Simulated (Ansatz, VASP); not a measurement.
**GaSb: VASP beside Ansatz**

```
CELL_PARAMETERS angstrom
0.00000 3.05900 3.05900
3.05900 0.00000 3.05900
3.05900 3.05900 0.00000
ATOMIC_POSITIONS crystal
Sb 0.75000 0.75000 0.75000
Ga 0.00000 0.00000 0.00000
```

Alike in both runs: task single point; functional PBE; k mesh 5 × 5 × 5; occupations fermi-dirac, width 0.03 eV; no spin polarisation.

```csv
,VASP,Ansatz
version,VASP 6.6.1,Ansatz 0.2.0
potentials or method,"VASP PAW PBE potentials, release 64 (Sb, Ga_d), cutoff 520 eV","all-electron LAPW, scalar-relativistic"
```

VASP gave:

* gap on the k mesh at the Fermi level (eV): none
* pressure (GPa): 2.6

Question: What did Ansatz give for the same quantities?

Answer: gap on the k mesh at the Fermi level (eV): none; pressure (GPa): 2.5.

A gap of «none» marks a metal or a gap that the smearing closes. Ansatz ran all-electron here, and VASP with PAW potentials.

Neither program's run includes spin-orbit coupling. Noted on Ansatz's run: the k mesh is thin for a metal, which can move the energy by tens of meV per atom.
